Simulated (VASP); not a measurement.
Write the native input for VASP 6.6.1 that does the following.

```yaml
Task: relaxation of cell and atoms
Functional: PBE
Potentials_or_basis: VASP PAW PBE potentials, release 64 (In_d, Pt, Se)
Cutoff: 600 eV
k_mesh: 4 × 4 × 1
Occupations: gaussian, width 0.15 eV
Spin: no spin polarisation
Dipole_correction: no
Further_INCAR_settings: ALGO = Normal; EDIFF = 1e-06; IBRION = 2; EDIFFG = -0.08; NSW = 36; ISIF = 3
```

The structure of In2PtSe5 lies in POSCAR:

```
In2PtSe5
1.0
    3.9000000000      0.0000000000      0.0000000000
   -1.9500000000      3.3774990700      0.0000000000
    0.0000000000      0.0000000000     15.1000000000
In Pt Se
2 1 5
Direct
    0.3333333300      0.6666666700      0.6600000000
    0.6666666700      0.3333333300      0.3730000000
    0.0000000000      0.0000000000      0.0000000000
    0.6666666700      0.3333333300      0.9130000000
    0.3333333300      0.6666666700      0.0870000000
    0.0000000000      0.0000000000      0.7350000000
    0.3333333300      0.6666666700      0.4900000000
    0.0000000000      0.0000000000      0.2800000000
```

These files were run (other wordings do the same):

INCAR

```
PREC = Accurate
ENCUT = 600
EDIFF = 1E-6
ISMEAR = 0
SIGMA = 0.15
LREAL = F
LASPH = T
NELM = 80
ALGO = Normal
ISIF = 3
LWAVE = F
LCHARG = F
GGA = PE
IBRION = 2
NSW = 36
EDIFFG = -0.08
```

KPOINTS

```
regular mesh
0
Gamma
  4 4 1
```

Potentials or basis: VASP PAW PBE potentials, release 64 (In_d, Pt, Se).

The run is started by

```sh
$ cat potpaw_PBE.64/In_d/POTCAR potpaw_PBE.64/Pt/POTCAR potpaw_PBE.64/Se/POTCAR > POTCAR
$ mpirun -np 1 vasp_std > vasp.out
```

Results of the run:

```yaml
Relaxed_volume: 26.87 Å³/atom
Relaxed_cell: a = 3.955 Å, b = 3.955 Å, c = 15.873 Å, α = 90.00°, β = 90.00°, γ = 120.00°
Space_group_after_relaxing_to_0.05_Å: P3m1 (No. 156)
Energy_gained_by_relaxing: 42.9 meV/atom
Ionic_steps: 20
Pressure_after_relaxing: 0.0 GPa
Largest_force_after_relaxing: 0.073 eV/Å
Band_gap_on_the_k_mesh: 0.97 eV, indirect (least direct gap 1.06 eV)
```

Caveat: the k points lie up to 0.46 Å⁻¹ apart in the final cell; spin-orbit coupling is left out, which moves the levels of the heavy elements; this functional lacks dispersion, which binds the layers, so the pressure and a relaxed spacing across them are unreliable; the relaxation stopped at a loose force limit of 0.08 eV/Å, so its end isn't a converged minimum.

Run time: 8.8 min on 1 thread of Intel(R) Xeon(R) Platinum 8559C (Emerald Rapids), on a shared host, peak memory 0.39 GiB.
